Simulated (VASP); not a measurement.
Set up this calculation in VASP 6.6.1, as the native input.

```yaml
Task: single point
Functional: PBEsol
Potentials_or_basis: VASP PAW PBE potentials, release 64 (Ta_pv, N)
Cutoff: 600 eV
k_mesh: 6 × 6 × 6
Occupations: gaussian, width 0.1 eV
Spin: collinear spin
Starting_moments: "[1.0, 1.0, 1.0, 0.0, 0.0, 0.0] μB"
Dipole_correction: no
Further_INCAR_settings: ALGO = Normal; EDIFF = 1e-06; NBANDS = 37
```

The structure of TaN lies in POSCAR:

```
TaN
1.0
    5.1910000000      0.0000000000      0.0000000000
   -2.5955000000      4.4955378710      0.0000000000
    0.0000000000      0.0000000000      2.9080000000
Ta N
3 3
Direct
    0.0000000000      0.0000000000      0.0000000000
    0.3333333333      0.6666666667      0.5000000000
    0.6666666667      0.3333333333      0.5000000000
    0.5000000000      0.0000000000      0.0000000000
    0.5000000000      0.5000000000      0.0000000000
    0.0000000000      0.5000000000      0.0000000000
```

These files were run (other wordings do the same):

INCAR

```
PREC = Accurate
ENCUT = 600
EDIFF = 1E-6
ISMEAR = 0
SIGMA = 0.1
LREAL = F
LASPH = T
NELM = 200
ALGO = Normal
ISIF = 2
LWAVE = F
LCHARG = F
ISPIN = 2
MAGMOM = 1 1 1 0 0 0
LORBIT = 11
LMAXMIX = 4
GGA = PS
NBANDS = 37
GGA_COMPAT = F
```

KPOINTS

```
regular mesh
0
Gamma
  6 6 6
```

Potentials or basis: VASP PAW PBE potentials, release 64 (Ta_pv, N).

Command:

```sh
$ cat potpaw_PBE.64/Ta_pv/POTCAR potpaw_PBE.64/N/POTCAR > POTCAR
$ mpirun -np 1 vasp_std > vasp.out
```

Results of the run:

```json
{
  "Pressure": "2.1 GPa",
  "Band gap on the k mesh": "zero (filled and empty bands overlap)",
  "Net moment": "0.00 μB per cell",
  "Valence electrons inside the program's atomic spheres": "Ta 8.64, 9.07 (each value once); N 3.78"
}
```

Caveat: the k points lie up to 0.36 Å⁻¹ apart, too coarse for converged energies and pressures of a metal; the PAW data sets were made with another functional, which shifts forces and pressure a little; spin-orbit coupling is left out, which moves the levels of the heavy elements.

Wall time 4 min on 1 thread of Intel Xeon 8259CL, on a shared host, peak memory 0.31 GiB.
